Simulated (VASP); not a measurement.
Here is a VASP 6.6.1 calculation.

File INCAR:

```
PREC = Accurate ; ENCUT = 520
EDIFF = 1E-6 ; ISMEAR = 0
SIGMA = 0.05 ; LREAL = Auto
LASPH = True ; NELM = 150
ALGO = Normal ; ISIF = 2
LWAVE = False ; LCHARG = False
ISPIN = 2 ; MAGMOM = 2 0 0 0 0 0 0 0 0 0 0 0 0 0 0 0
LORBIT = 11 ; LMAXMIX = 4
LDAU = True ; LDAUTYPE = 2
LDAUL = 2 -1 -1 ; LDAUU = 2 0 0
LDAUJ = 0 0 0 ; LDAUPRINT = 1
GGA = PS ; NBANDS = 54
```

File KPOINTS:

```
Automatic mesh
0
Gamma
  3 3 4
```

The input POSCAR:

```
TaAl7N8
1.0
    6.2200009000      0.0000000000      0.0000000000
   -3.1100004000      5.3866788000      0.0000000000
    0.0000000000      0.0000000000      4.9800000000
Ta Al N
1 7 8
Direct
    0.3330903112      0.1664206200     -0.0348175580
    0.3339891905      0.6668140602      0.0064893649
    0.8327069716      0.1654863856      0.0065039941
    0.8326607707      0.6668549016      0.0066238214
    0.1630942484      0.3364531099      0.4962215555
    0.1630579567      0.8260375870      0.4965067972
    0.6736226571      0.3365613990      0.4966037010
    0.6664875913      0.8330180303      0.5023796567
    0.3333535176      0.1663324130      0.4342792640
    0.3355446620      0.6675318520      0.3815086866
    0.8320094721      0.1639878084      0.3815237373
    0.8320272058      0.6675507999      0.3816338074
    0.1516853279      0.3478192094      0.8743607140
    0.1516839901      0.8036104704      0.8746884052
    0.6959129155      0.3478067664      0.8748041424
    0.6664080217      0.8330334660      0.8826825322
```

Potentials or basis: VASP PAW PBE potentials, release 64 (Ta_pv, Al, N).

Launch:

```console
$ cat potpaw_PBE.64/Ta_pv/POTCAR potpaw_PBE.64/Al/POTCAR potpaw_PBE.64/N/POTCAR > POTCAR
$ mpirun -np 1 vasp_std > vasp.out
```

Q: Estimate the net moment.

A: 1.92 μB per cell.

Q: What does it give for the site moments?

A: Ta +1.04; Al +0.01, +0.00; N +0.01 μB.

Forces on the atoms (eV/Å):
```
Ta  -0.008  0.004  0.090
Al   0.093  0.052  0.093
Al   0.002 -0.107  0.093
Al  -0.093  0.055  0.094
Al  -0.027  0.015 -0.087
Al  -0.001 -0.032 -0.090
Al   0.025  0.015 -0.090
Al   0.002  0.001  0.001
N   -0.005  0.001 -0.033
N   -0.027 -0.015  0.041
N    0.001  0.030  0.043
N    0.024 -0.014  0.044
N   -0.020  0.012 -0.053
N    0.004 -0.031 -0.055
N    0.029  0.014 -0.057
N    0.002  0.002 -0.035
```

Caveat: the k points lie up to 0.39 Å⁻¹ apart; the PAW data sets were made with another functional, which shifts forces and pressure a little. The state reached can hang on the start; a lower one may exist.
